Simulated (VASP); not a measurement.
Write the native input for VASP 6.6.1 that does the following.

* Task: single point
* Functional: PBEsol
* Potentials or basis: VASP PAW PBE potentials, release 64 (Ag, Br)
* Cutoff: 500 eV
* k mesh: 4 × 4 × 4
* Occupations: methfessel-paxton, width 0.2 eV
* Spin: no spin polarisation
* Dipole correction: no
* Further INCAR settings: ALGO = Normal; EDIFF = 1e-06; NBANDS = 26

The structure of AgBr lies in POSCAR:

```
AgBr
1.0
    4.0921161929      0.0000000000      0.0414619150
    0.0000000000      4.0919047222      0.0000000000
   -0.0576709946      0.0000000000      5.7835260858
Ag Br
2 2
Direct
    0.7499714111      0.7500000000      0.7499778864
    0.2500285889      0.2500000000      0.2500221136
    0.2499844905      0.2500000000      0.7500035537
    0.7500155095      0.7500000000      0.2499964463
```

The input as run:

INCAR

```
SYSTEM = AgBr
PREC = Accurate ; ENCUT = 500
EDIFF = 1E-6 ; ISMEAR = 1
SIGMA = 0.2 ; LREAL = .False.
LASPH = .True. ; NELM = 120
ALGO = Normal ; ISIF = 2
LWAVE = .False. ; LCHARG = .True.
GGA = PS ; LELF = .True.
LVHAR = .True. ; NBANDS = 26
GGA_COMPAT = .False.
```

KPOINTS

```
regular mesh
0
Gamma
  4 4 4
  0 0 0
```

Potentials or basis: VASP PAW PBE potentials, release 64 (Ag, Br).

Run with:

```bash
$ cat potpaw_PBE.64/Ag/POTCAR potpaw_PBE.64/Br/POTCAR > POTCAR
$ mpirun -np 1 vasp_std > vasp.out
```

It gave:

The pressure is -2.6 GPa and the band gap on the k mesh is 0.51 eV.

Caveat: the PAW data sets were made with another functional, which shifts forces and pressure a little.

Wall time 29 s on 1 thread of AMD EPYC 9R45 (Zen 5) (shared host), peak memory 0.19 GiB.
